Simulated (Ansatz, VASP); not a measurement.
ZnSe3: VASP beside Ansatz

```xyz
8
Lattice="7.6447 0.0000 0.0000 -3.8223 6.6205 0.0000 0.0000 0.0000 4.2047" Properties=species:S:1:pos:R:3 pbc="T T T"
Zn    0.0000    4.4136    3.1535
Zn    3.8223    2.2068    1.0512
Se    3.8223    4.6092    1.0512
Se    1.7418    1.0056    1.0512
Se    5.9029    1.0056    1.0512
Se    0.0000    2.0112    3.1535
Se    2.0805    5.6148    3.1535
Se   -2.0805    5.6148    3.1535
```

Alike in both runs: functional PBE; k mesh 3 × 3 × 4; occupations gaussian, width 0.1 eV; no spin polarisation.

Ansatz relaxed the structure, and its values are those at the end. VASP's run is a single point on that final structure, the one shown.

```csv
,VASP,Ansatz
version,VASP 6.6.1,Ansatz 0.2.0
potentials or method,"VASP PAW PBE potentials, release 64 (Zn, Se), cutoff 500 eV","scalar-relativistic, plane waves, PAW"
valence electrons in the cell,60,120
```

VASP gave:

```
gap on the k mesh at the Fermi level (eV) : none
pressure (GPa)                            : 0.1
rms of the force components (eV/Å)        : 0.018
```

Task: What did Ansatz give for the same quantities?

Result: gap on the k mesh at the Fermi level (eV): none; pressure (GPa): 0.0; rms of the force components (eV/Å): 0.004.

A gap of «none» marks a metal or a gap that the smearing closes. The functional is the same, so the differences come from potentials, cutoffs and numerics. VASP's potentials hold 60 valence electrons a cell and Ansatz's 120, so a difference there can come from the potentials and not from the codes.

The k mesh is coarse, so the values compare programs but aren't converged.
